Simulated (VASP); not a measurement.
Set up this calculation in VASP 6.6.1, as the native input.

```
Task                   : single point
Functional             : PBE
Potentials or basis    : VASP PAW PBE potentials, release 64 (Cs_sv)
Cutoff                 : 520 eV
k mesh                 : 6 × 6 × 6
Occupations            : fermi-dirac, width 0.08 eV
Spin                   : no spin polarisation
Dipole correction      : no
Further INCAR settings : ALGO = Normal; EDIFF = 1e-06; NBANDS = 16
```

The structure of Cs lies in POSCAR:

```
Cs
1.0
    0.0000000000      5.7148403643      5.7148403643
    5.7148403643      0.0000000000      5.7148403643
    5.7148403643      5.7148403643      0.0000000000
Cs
2
Direct
   -0.1250000000     -0.1250000000     -0.1250000000
    0.1250000000      0.1250000000      0.1250000000
```

This isn't the form of Cs at room conditions, which is bcc.

These files were run (other wordings do the same):

INCAR

```
SYSTEM = Cs
ALGO = Normal
EDIFF = 1E-6
ENCUT = 520
GGA = PE
ISIF = 2
ISMEAR = -1
LASPH = .True.
LCHARG = .False.
LREAL = .False.
LWAVE = .False.
NBANDS = 16
NELM = 80
PREC = Accurate
SIGMA = 0.08
```

KPOINTS

```
k-points
0
Gamma
  6 6 6
  0 0 0
```

Potentials or basis: VASP PAW PBE potentials, release 64 (Cs_sv).

Run with:

```bash
$ cat potpaw_PBE.64/Cs_sv/POTCAR > POTCAR
$ mpirun -np 1 vasp_std > vasp.out
```

It gave:

```json
{
 "Pressure": "0.0 GPa",
 "Band gap on the k mesh": "zero (bands 9 and 10 overlap by 0.06 eV)"
}
```

Caveat: spin-orbit coupling is left out, which moves the levels of the heavy elements.

Wall time 2.2 min on 1 thread of Intel Xeon 8259CL, with other jobs on the host, peak memory 0.52 GiB.
